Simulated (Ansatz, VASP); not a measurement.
**AlP in VASP and in Ansatz**

Contents of INCAR:

```
AGGAC = 1.0
AGGAX = 1.0
ALDAC = 0.0
ALDAX = 1.0
ALGO = Normal
EDIFF = 1E-6
ENCUT = 500
GGA = B5
GGA_COMPAT = False
ISIF = 2
ISMEAR = 0
LASPH = True
LCHARG = False
LREAL = False
LWAVE = False
NBANDS = 11
NELM = 120
PREC = Accurate
SIGMA = 0.01
```

File KPOINTS:

```
k-points
0
Gamma
  6 6 6
```

POSCAR

```
AlP
1.0
    3.8544390000      0.0000000000      0.0000000000
    1.9272195000      3.3380420913      0.0000000000
    1.9272195000      1.1126806971      3.1471362649
Al P
1 1
Direct
    0.0000000000      0.0000000000      0.0000000000
    0.2500000000      0.2500000000      0.2500000000
```

Input for Ansatz:

```yaml
crystal:
  lattice:
    - [3.854439, 0.0, 0.0]
    - [1.9272195000000005, 3.338042091337488, 0.0]
    - [1.9272195000000005, 1.112680697112496, 3.147136264894483]
  atoms:
    - { symbol: Al, position: [0.0, 0.0, 0.0] }
    - { symbol: P, position: [0.24999999999999997, 0.2500000000000001, 0.24999999999999997] }
basis:
  ecutwfc: 421.77648681281397
kpoints:
  mp_grid:
    grid: [6, 6, 6]
hamiltonian:
  xc: blyp
scf:
  occupations:
    method: fixed
output:
  forces: true
  stress: true
```

Alike in both runs: task single point; functional BLYP; k mesh 6 × 6 × 6; no spin polarisation.

|  | VASP | Ansatz |
| --- | --- | --- |
| version | VASP 6.6.1 | Ansatz 0.2.0 |
| potentials or method | VASP PAW PBE potentials, release 64 (Al, P), cutoff 500 eV | plane waves, PAW |
| occupations | gaussian, width 0.01 eV | fixed |
| valence electrons in the cell | 8 | 8 |

Ansatz gave:

| Item | Value |
| --- | --- |
| pressure (GPa) | 5.2 |

Task: Which values does VASP return?

Result: Pressure (GPa): 5.3.

VASP's potentials were made for PBE, not for BLYP.
